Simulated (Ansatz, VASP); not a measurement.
## Two plane-wave programs on Rb

```xyz
1
Lattice="-2.9418 2.8076 2.8076 2.8076 -2.9418 2.8076 2.8076 2.8076 -2.9418" Properties=species:S:1:pos:R:3 pbc="T T T"
Rb    0.0000    0.0000    0.0000
```

Alike in both runs: task single point; functional PBEsol; k mesh 14 × 14 × 14; occupations gaussian, width 0.15 eV; no spin polarisation.

|  | VASP | Ansatz |
| --- | --- | --- |
| version | VASP 6.6.1 | Ansatz 0.2.0 |
| potentials or method | VASP PAW PBE potentials, release 64 (Rb_sv), cutoff 520 eV | scalar-relativistic, plane waves, PAW |
| valence electrons in the cell | 9 | 9 |

```csv
,VASP,Ansatz,Ansatz less VASP
gap on the k mesh at the Fermi level (eV),none,none,-
pressure (GPa),-0.1,-0.1,0.00
"traceless stress, the component that is largest in VASP (GPa)",0.11,0.11,0.000
```

VASP's potentials were made for PBE, not for PBEsol. A gap of «none» marks a metal or a gap that the smearing closes. The functional is the same, so the differences come from potentials, cutoffs and numerics.
